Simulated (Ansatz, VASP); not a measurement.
Two plane-wave programs on MgH2

Contents of POSCAR:

```
MgH2
1.0
   -1.8520605465      1.8520605465      4.5977718420
    1.8520605465     -1.8520605465      4.5977718420
    1.8520605465      1.8520605465     -4.5977718420
Mg H
2 4
Direct
    0.7500000000      0.2500000000      0.5000000000
    0.0000000000      0.0000000000      0.0000000000
    0.5398169929      0.0398169929      0.5000000000
    0.7898169929      0.7898169929      0.0000000000
    0.2101830071      0.2101830071      0.0000000000
    0.9601830071      0.4601830071      0.5000000000
```

Contents of INCAR.step1:

```
  PREC = Accurate
  ENCUT = 520
  ISMEAR = 0
  SIGMA = 0.01
  LREAL = False
  LASPH = True
  NELM = 100
  NBANDS = 13
  GGA = PE
  ALGO = Normal
  EDIFF = 1E-4
  LWAVE = True
  LCHARG = False
```

Contents of INCAR.step2:

```
  PREC = Accurate
  ENCUT = 520
  EDIFF = 1E-6
  ISMEAR = 0
  SIGMA = 0.01
  LREAL = False
  LASPH = True
  NELM = 100
  ALGO = Normal
  ISIF = 2
  LWAVE = False
  LCHARG = True
  METAGGA = R2SCAN
  LMIXTAU = True
  LELF = True
  LVHAR = True
  NBANDS = 13
  ISTART = 1
```

File KPOINTS:

```
regular mesh
0
Gamma
  8 8 8
```

Input for Ansatz:

```yaml
crystal:
  lattice:
    - [-1.8520605465, 1.8520605465, 4.597771842]
    - [1.8520605465, -1.8520605465, 4.597771842]
    - [1.8520605465, 1.8520605465, -4.597771842]
  atoms:
    - { symbol: Mg, position: [0.75, 0.25, 0.5] }
    - { symbol: Mg, position: [0.0, 0.0, 0.0] }
    - { symbol: H, position: [0.5398169929, 0.0398169929, 0.5] }
    - { symbol: H, position: [0.7898169929, 0.7898169929, 0.0] }
    - { symbol: H, position: [0.2101830071, 0.2101830071, 0.0] }
    - { symbol: H, position: [0.9601830071, 0.4601830071, 0.5] }
kpoints:
  mp_grid: { grid: [8, 8, 8] }
hamiltonian:
  xc: r2scan
scf:
  occupations: { method: fixed }
  n_extra_bands: 5
output:
  forces: true
  stress: true
  eigenvalues: true
```

Alike in both runs: task single point; functional r2SCAN; k mesh 8 × 8 × 8; no spin polarisation.

|  | VASP | Ansatz |
| --- | --- | --- |
| version | VASP 6.6.1 | Ansatz 0.2.0 |
| potentials or method | VASP PAW PBE potentials, release 64 (Mg, H) | plane waves, PAW |
| plane-wave cutoff (eV) | 520 | 500 |
| occupations | gaussian, width 0.01 eV | fixed |
| valence electrons in the cell | 8 | 24 |

Ansatz gave:

| Item | Value |
| --- | --- |
| gap on the k mesh at the Fermi level (eV) | 4.15 |
| pressure (GPa) | 3.3 |
| traceless stress, the component that is largest in VASP (GPa) | 0.26 |
| rms of the force components (eV/Å) | 0.029 |

**Question.** Which values does VASP return?

**Answer.** gap on the k mesh at the Fermi level (eV): 4.14; pressure (GPa): 2.9; traceless stress, the component that is largest in VASP (GPa): 0.22; rms of the force components (eV/Å): 0.027.

VASP's potentials were made for PBE, not for r2SCAN. Atom by atom the forces differ by 0.002 eV/Å (rms over components). VASP's potentials hold 8 valence electrons a cell and Ansatz's 24, so a difference there can come from the potentials and not from the codes.
